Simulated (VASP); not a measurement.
Write the native input for VASP 6.6.1 that does the following.

| Item | Value |
| --- | --- |
| Task | single point |
| Functional | PBE |
| Potentials or basis | VASP PAW PBE potentials, release 64 (Se, W_sv) |
| Cutoff | 400 eV |
| k mesh | 9 × 9 × 1 |
| Occupations | gaussian, width 0.02 eV |
| Spin | no spin polarisation |
| Dipole correction | yes |
| Further INCAR settings | ALGO = Normal; EDIFF = 1e-06; NBANDS = 20; NELMDL = -8 |

The structure of WSe2 lies in POSCAR:

```
WSe2
1.0
    3.2854988181      0.0000000000      0.0000000000
   -1.6427494091      2.8453254406      0.0000000000
    0.0000000000      0.0000000000     32.7375750684
Se W
2 1
Direct
    0.3333333333      0.6666666667      0.4485387266
    0.3333333333      0.6666666667      0.5514612734
    0.6666666667      0.3333333333      0.5000000000
```

One way to write it, as run:

INCAR

```
PREC = Accurate
ENCUT = 400
EDIFF = 1E-6
ISMEAR = 0
SIGMA = 0.02
LREAL = False
LASPH = True
NELM = 120
ALGO = Normal
ISIF = 2
LWAVE = False
LCHARG = True
LDIPOL = True
IDIPOL = 3
DIPOL = 0.5 0.5 0.500
GGA = PE
LELF = True
LVHAR = True
LVACPOTAV = True
NBANDS = 20
GGA_COMPAT = False
NELMDL = -8
```

KPOINTS

```
Automatic mesh
0
Gamma
  9 9 1
```

Potentials or basis: VASP PAW PBE potentials, release 64 (Se, W_sv).

Launch:

```bash
$ cat potpaw_PBE.64/Se/POTCAR potpaw_PBE.64/W_sv/POTCAR > POTCAR
$ mpirun -np 1 vasp_std > vasp.out
```

Results of the run:

* Largest force: 0.160 eV/Å
* Band gap on the k mesh: 1.67 eV, direct
* Ionisation potential of the upper face: 5.06 eV

Caveat: spin-orbit coupling is left out, which moves the levels of the heavy elements.

Wall time 120 s on 1 thread of Intel(R) Xeon(R) Platinum 8259CL CPU @ 2.50GHz (Skylake/Cascade Lake), on a shared host, peak memory 0.35 GiB.
